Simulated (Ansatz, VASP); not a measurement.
## MnSi in VASP and in Ansatz

```
Mn Si
1.0
     4.52712    0.00000    0.00000
     0.00000    4.52712    0.00000
     0.00000    0.00000    4.52712
Mn Si
4 4
Direct
  0.13654 0.13654 0.13654
  0.36346 0.86346 0.63654
  0.63654 0.36346 0.86346
  0.86346 0.63654 0.36346
  0.84542 0.84542 0.84542
  0.65458 0.15458 0.34542
  0.34542 0.65458 0.15458
  0.15458 0.34542 0.65458
```

Alike in both runs: functional PBE; k mesh 8 × 8 × 8; occupations gaussian, width 0.05 eV; no spin polarisation.

Ansatz relaxed the structure, and its values are those at the end. VASP's run is a single point on that final structure, the one shown.

|  | VASP | Ansatz |
| --- | --- | --- |
| version | VASP 6.6.1 | Ansatz 0.2.0 |
| potentials or method | VASP PAW PBE potentials, release 64 (Mn_pv, Si), cutoff 520 eV | scalar-relativistic, plane waves, PAW |
| valence electrons in the cell | 68 | 76 |

```tsv
	VASP	Ansatz	Ansatz less VASP
gap on the k mesh at the Fermi level (eV)	none	none	-
pressure (GPa)	-4.2	-4.1	+0.04
rms of the force components (eV/Å)	0.005	0.000	-0.0053
```

A gap of «none» marks a metal or a gap that the smearing closes. VASP's potentials hold 68 valence electrons a cell and Ansatz's 76, so a difference there can come from the potentials and not from the codes. Ansatz's warnings: stress scf threshold loose.
